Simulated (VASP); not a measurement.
# C (R-3m) in VASP: single point with LDA

Aim: the single point of C with LDA.

All numbers are computed with VASP 6.6.1; they aren't measurements. Logs are shortened: lines on timing, memory, paths and dates and some standing lists are left out, and cuts for length are marked.

**1. The cell of the first run**

The structure is trigonal, space group R-3m (No. 166). The conventional cell has a = 3.144 Å, b = 3.144 Å, c = 15.305 Å, α = 90.00°, β = 90.00°, γ = 120.00°. C (site symmetry 3m) has 12 C at 3.11 to 3.15 Å within 4.1 Å.

**2. Single point, LDA**

File INCAR:

```
SYSTEM = C
ALGO     = Normal         ! electronic algorithm
EDIFF    = 1E-6           ! SCF threshold, eV
ENCUT    = 520            ! plane-wave cutoff, eV
GGA      = CA             ! functional
ISIF     = 2              ! what is computed and relaxed
ISMEAR   = 0              ! smearing method
LASPH    = .True.         ! aspherical terms in the spheres
LCHARG   = .False.        ! write CHGCAR
LREAL    = .False.        ! projectors in reciprocal space
LWAVE    = .False.        ! write WAVECAR
NBANDS   = 11             ! bands
NELM     = 100            ! most SCF steps
PREC     = Accurate       ! precision mode
SIGMA    = 0.02           ! smearing width, eV
```

File KPOINTS:

```
k-points
0
Gamma
  9 9 9
  0 0 0
```

File POSCAR:

```
C
1.0
    1.5718550000      0.9075110000      5.1016200000
   -1.5718550000      0.9075110000      5.1016200000
    0.0000000000     -1.8150220000      5.1016200000
C
2
Direct
    0.7490670000      0.7490670000      0.7490670000
    0.2509330000      0.2509330000      0.2509330000
```

Potentials or basis: VASP PAW LDA potentials, release 64 (C).

On the command line:

```bash
$ cat potpaw_LDA.64/C/POTCAR > POTCAR
$ mpirun -np 1 vasp_std > vasp.out
```

OUTCAR:

```text
SYSTEM = C
   EDIFF = 1E-6
   ENCUT = 520
   GGA = CA
   ISIF = 2
   ISMEAR = 0
   LASPH = .True.
   LREAL = .False.
   NELM = 100
   PREC = Accurate

 ion  position               nearest neighbor table
   1  0.749  0.749  0.749-
   2  0.251  0.251  0.251-

  LATTYP: Found a trigonal (rhomboedric) cell.
 ALAT       =     5.4148712801
 COS(alpha) =     0.8314694082

  Lattice vectors:

 A1 = (   1.5718550000,   0.9075110000,   5.1016200000)
 A2 = (  -1.5718550000,   0.9075110000,   5.1016200000)
 A3 = (   0.0000000000,  -1.8150220000,   5.1016200000)

Analysis of symmetry for initial positions (statically):
=====================================================================
 Subroutine PRICEL returns:
 Original cell was already a primitive cell.

 Routine SETGRP: Setting up the symmetry group for a
 trigonal (rhombohedral) supercell.

 Subroutine GETGRP returns: Found 12 space group operations
 (whereof 12 operations were pure point group operations)
 out of a pool of 12 trial point group operations.

The static configuration has the point symmetry D_3d.

Analysis of symmetry for dynamics (positions and initial velocities):
=====================================================================
 Subroutine PRICEL returns:
 Original cell was already a primitive cell.

 Routine SETGRP: Setting up the symmetry group for a
 trigonal (rhombohedral) supercell.

 Subroutine GETGRP returns: Found 12 space group operations
 (whereof 12 operations were pure point group operations)
 out of a pool of 12 trial point group operations.

The dynamic configuration has the point symmetry D_3d.

 Subroutine INISYM returns: Found 12 space group operations
 (whereof 12 operations are pure point group operations),
 and found     1 'primitive' translations

----------------------------------------------------------------------------------------

                                     Primitive cell

  volume of cell :      43.6640

  direct lattice vectors                    reciprocal lattice vectors
     1.571855000  0.907511000  5.101620000     0.318095499  0.183652503  0.065338722
    -1.571855000  0.907511000  5.101620000    -0.318095499  0.183652503  0.065338722
     0.000000000 -1.815022000  5.101620000     0.000000000 -0.367305006  0.065338722

  length of vectors
     5.414871280  5.414871280  5.414871327     0.373071222  0.373071222  0.373071194

  position of ions in fractional coordinates (direct lattice)
     0.749067000  0.749067000  0.749067000
     0.250933000  0.250933000  0.250933000

  ion indices of the primitive-cell ions
   primitive index   ion index
                 1           1
                 2           2

----------------------------------------------------------------------------------------

 KPOINTS: k-points

Automatic generation of k-mesh.
 Grid dimensions read from file:
 generate k-points for:    9    9    9

 Generating k-lattice:

  Cartesian coordinates                     Fractional coordinates (reciprocal lattice)
     0.035343944  0.020405834  0.007259858     0.111111111 -0.000000000  0.000000000
    -0.035343944  0.020405834  0.007259858    -0.000000000  0.111111111  0.000000000
     0.000000000 -0.040811667  0.007259858     0.000000000  0.000000000  0.111111111

  Length of vectors
     0.041452358  0.041452358  0.041452355

  Shift w.r.t. Gamma in fractional coordinates (k-lattice)
     0.000000000  0.000000000  0.000000000

 Subroutine IBZKPT returns following result:
 ===========================================

 Found     85 irreducible k-points:

 Following reciprocal coordinates:
            Coordinates               Weight
  0.000000  0.000000  0.000000      1.000000
  0.111111 -0.000000  0.000000      6.000000
  0.222222 -0.000000  0.000000      6.000000
  0.333333 -0.000000 -0.000000      6.000000
  0.444444 -0.000000  0.000000      6.000000
  0.111111  0.111111  0.000000      6.000000
[... 16 lines left out ...]
 -0.333333  0.333333  0.000000      6.000000
  0.444444  0.444444  0.000000      6.000000
 [... further k-points ...]
   k-points           NKPTS =     85   k-points in BZ     NKDIM =     85   number of bands    NBANDS=     11
   number of dos      NEDOS =    301   number of ions     NIONS =      2
   total plane-waves  NPLWV =  64000
   dimension x,y,z NGX =    40 NGY =   40 NGZ =   40
   dimension x,y,z NGXF=    80 NGYF=   80 NGZF=   80
   ions per type =               2
   NGX,Y,Z   is equivalent  to a cutoff of  12.28, 12.28, 12.28 a.u.
   NGXF,Y,Z  is equivalent  to a cutoff of  24.56, 24.56, 24.56 a.u.
 SYSTEM =  C
   PREC   = accura    normal or accurate (medium, high low for compatibility)
   ISTART =      0    job   : 0-new  1-cont  2-samecut
   ICHARG =      2    charge: 1-file 2-atom 10-const
   ISPIN  =      1    spin polarized calculation?
   LNONCOLLINEAR =      F non collinear calculations
   LSORBIT =      F    spin-orbit coupling
   LASPH  =      T    aspherical Exc in radial PAW
   ENCUT  =  520.0 eV  38.22 Ry    6.18 a.u.  10.07 10.07 10.07*2*pi/ulx,y,z
   NELM   =    100;   NELMIN=  2; NELMDL= -5     # of ELM steps
   EDIFF  = 0.1E-05   stopping-criterion for ELM
   LREAL  =      F    real-space projection
   EDIFFG = 0.1E-04   stopping-criterion for IOM
   NSW    =      0    number of steps for IOM
   IBRION =     -1    ionic relax: 0-MD 1-quasi-New 2-CG
   NFREE  =      0    steps in history (QN), initial steepest desc. (CG)
   ISIF   =      2    stress and relaxation
   ISYM   =      2    0-nonsym 1-usesym 2-fastsym
   POTIM  = 0.5000    time-step for ionic-motion
   TEBEG  =    0.0;   TEEND  =   0.0 temperature during run
   PSTRESS=    0.0 pullay stress
   NELECT =       8.0000    total number of electrons
   NUPDOWN=      -1.0000    fix difference up-down
   EMIN   =  10.00;   EMAX   =-10.00  energy-range for DOS
   EFERMI =   0.00;   METHOD = LEGACY
   ISMEAR =     0;   SIGMA  =   0.02  broadening in eV -4-tet -1-fermi 0-gaus
   EFERMI_NEDOS =   21; number of points for ismear=-14 and -15
   IALGO  =     38    algorithm
   IMIX   =      4    mixing-type and parameters
     AMIX     =   0.40;   BMIX     =  1.00
     AMIX_MAG =   1.60;   BMIX_MAG =  1.00
  volume/ion in A,a.u.               =      21.83       147.33
  Fermi-wavevector in a.u.,A,eV,Ry     =   0.929816  1.757097 11.763017  0.864557
  Thomas-Fermi vector in A             =   2.056138
   LORBIT       =      0    0 simple, 1 ext, 2 COOP (PROOUT), +10 PAW based schemes
   GGA     = CA    functional components
   LHFCALC =     F    Hartree Fock is set to
   AEXX    =    0.0000 exact exchange contribution
   IVDW    =     0    specifies the selected vdW correction
   LEPSILON=     F    determine dielectric tensor
   LRPA    =     F    only Hartree local field effects (RPA)
 non-spin polarized calculation
 Gauss-broadening in eV      SIGMA  =   0.02
  energy-cutoff  :      520.00
  volume of cell :       43.66
 maximum number of plane-waves:      1190
   NGX = 21   NGY = 21   NGZ = 21

 number of electron       8.0000000 magnetization

 Free energy of the ion-electron system (eV)
  ---------------------------------------------------
  ext. energy  EPLUGINS =         0.00000000
  ---------------------------------------------------
  free energy    TOTEN  =        -5.76584440 eV

  energy without entropy =       -5.76527727  energy(sigma->0) =       -5.76556084

 E-fermi :  -1.7566     XC(G=0):  -8.3137

 val. band max:       -1.7662129538   @ k =  -0.1111   0.2222   0.1111
 cond. band min:      -1.7490224004   @ k =  -0.4444   0.4444   0.4444
 fundamental gap:      0.0171905534
 Fermi energy:        -1.7566451131

 k-point     1 :       0.0000    0.0000    0.0000
  band No.  band energies     occupation
      1     -11.7141      2.00000
      2      -9.6124      2.00000
      3      -3.9192      2.00000
      4       0.1052      0.00000
      5       0.1052      0.00000
      6       0.5347      0.00000
      7       0.5347      0.00000
      8       0.5677      0.00000
      9       8.4697      0.00000
     10      10.2652      0.00000
     11      12.4456      0.00000

 k-point     2 :       0.1111   -0.0000    0.0000
  band No.  band energies     occupation
      1     -11.5540      2.00000
      2      -9.5281      2.00000
      3      -3.7446      2.00000
      4      -0.3266      0.00000
      5       0.0282      0.00000
      6       0.1207      0.00000
      7       0.4319      0.00000
      8       0.4986      0.00000
      9       8.8154      0.00000
     10      10.6833      0.00000
     11      11.9580      0.00000

 k-point     3 :       0.2222   -0.0000    0.0000
  band No.  band energies     occupation
      1     -11.0947      2.00000
      2      -9.3132      2.00000
      3      -3.2465      2.00000
      4      -1.3530      0.00000
      5      -0.8656      0.00000
      6      -0.1528      0.00000
      7       0.1767      0.00000
      8       0.2725      0.00000
      9       9.5619      0.00000
     10      10.9177      0.00000
     11      11.6073      0.00000

 k-point     4 :       0.3333   -0.0000   -0.0000
  band No.  band energies     occupation
      1     -10.4111      2.00000
      2      -9.1070      2.00000
      3      -2.5579      2.00000
      4      -2.3799      2.00000
      5      -1.9776      2.00000
      6      -0.3302      0.00000
      7      -0.1521      0.00000
      8      -0.1122      0.00000
      9      10.0957      0.00000
     10      10.1828      0.00000
     11      12.0772      0.00000
[... 239 lines left out ...]
 k-point    22 :      -0.4444    0.3333   -0.0000
  band No.  band energies     occupation
      1      -9.4638      2.00000
      2      -8.9821      2.00000
      3      -3.3461      2.00000
      4      -2.9086      2.00000
      5      -1.8826      2.00000
      6      -0.9034      0.00000
      7      -0.6241      0.00000
      8      -0.1613      0.00000
      9       9.2950      0.00000
     10      10.9918      0.00000
     11      11.6162      0.00000

 k-point    23 :      -0.3333    0.3333    0.0000
  band No.  band energies     occupation
      1      -9.1255      2.00000
      2      -9.1244      2.00000
      3      -2.9557      2.00000
      4      -2.5546      2.00000
      5      -2.3883      2.00000
      6      -1.7023      0.00012
      7      -0.6176      0.00000
      8      -0.2962      0.00000
      9      10.1408      0.00000
     10      10.2986      0.00000
     11      12.0605      0.00000

 k-point    24 :       0.4444    0.4444    0.0000
  band No.  band energies     occupation
      1      -9.7503      2.00000
      2      -8.9871      2.00000
      3      -3.7717      2.00000
      4      -3.3176      2.00000
      5      -0.8807      0.00000
      6      -0.8137      0.00000
      7       0.1403      0.00000
      8       0.1542      0.00000
      9       8.2747      0.00000
     10      10.3261      0.00000
     11      10.6672      0.00000

 [... further k-points ...]

------------------------ aborting loop because EDIFF is reached ----------------------------------------

  FORCE on cell =-STRESS in cart. coord.  units (eV):
  Direction    XX          YY          ZZ          XY          YZ          ZX
  --------------------------------------------------------------------------------------
  -------------------------------------------------------------------------------------
  Total       -5.7973357     -5.7973369     -5.9603362      0.0000000      0.0000000      0.0000000
  in kB     -212.7234162   -212.7234596   -218.7044423      0.0000000      0.0000000      0.0000000
  external PRESSURE =    -214.7171060 kB  Pullay stress =       0.0000000 kB

 VOLUME and BASIS-vectors are now :
 -----------------------------------------------------------------------------
  energy-cutoff  :      520.00
  volume of cell :       43.66
      direct lattice vectors                 reciprocal lattice vectors
     1.571855000  0.907511000  5.101620000     0.318095499  0.183652503  0.065338722
    -1.571855000  0.907511000  5.101620000    -0.318095499  0.183652503  0.065338722
     0.000000000 -1.815022000  5.101620000     0.000000000 -0.367305006  0.065338722

 POSITION                                       TOTAL-FORCE (eV/Angst)
 -----------------------------------------------------------------------------------
      0.00000      0.00000     11.46437         0.000000      0.000000     -0.149014
      0.00000      0.00000      3.84049         0.000000     -0.000000      0.149014
 -----------------------------------------------------------------------------------
    total drift:                                0.000000     -0.000000      0.000000

  FREE ENERGIE OF THE ION-ELECTRON SYSTEM (eV)
  ---------------------------------------------------
  free  energy   TOTEN  =        -5.7658444030 eV

  energy  without entropy=       -5.7652772692  energy(sigma->0) =       -5.76556084
```

Wall time 1.9 min (1 thread of AMD EPYC 7R13, shared host); peak memory 0.16 GiB.

Results:

| Quantity | Value |
| --- | --- |
| Free energy | -5.7658 eV |
| Pressure | -21.5 GPa |
| Largest force | 0.149 eV/Å |
| Band gap on the k mesh | zero (band 4 reaches 0.12 eV, above the bottom of band 5 at -2.39 eV) |

Forces on the atoms (eV/Å):
```
C    0.000  0.000 -0.149
C    0.000  0.000  0.149
```
